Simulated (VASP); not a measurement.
A run of VASP 6.6.1:

The input INCAR:

```
SYSTEM = Re
PREC = Accurate
ENCUT = 520
EDIFF = 1E-7
ISMEAR = -1
SIGMA = 0.05
LREAL = .FALSE.
LASPH = .TRUE.
NELM = 100
ALGO = Normal
ISIF = 2
LWAVE = .FALSE.
LCHARG = .FALSE.
GGA = PE
NBANDS = 22
```

The input KPOINTS:

```
regular mesh
0
G
  11 11 3
  0 0 0
```

POSCAR

```
Re
1.0
    2.7663873939      0.0000000000      0.0000000000
   -1.3831936969      2.3957617598      0.0000000000
    0.0000000000      0.0000000000      8.9388451600
Re
4
Direct
    0.6666666667      0.3333333333      0.7500000000
    0.0000000000      0.0000000000      0.5000000000
    0.3333333333      0.6666666667      0.2500000000
    0.0000000000      0.0000000000      0.0000000000
```

Potentials or basis: VASP PAW PBE potentials, release 64 (Re).

Run with:

```sh
$ cat potpaw_PBE.64/Re/POTCAR > POTCAR
$ mpirun -np 1 vasp_std > vasp.out
```

Hardware: 1 thread of Intel(R) Xeon(R) 6975P-C (Granite Rapids) (shared host).

Task: How long does it take, and how much memory?

Result: Wall time 43 s on 1 thread of Intel(R) Xeon(R) 6975P-C (Granite Rapids), with other jobs on the host, peak memory 0.2 GiB. Counts: scf iterations 15, k points 32.
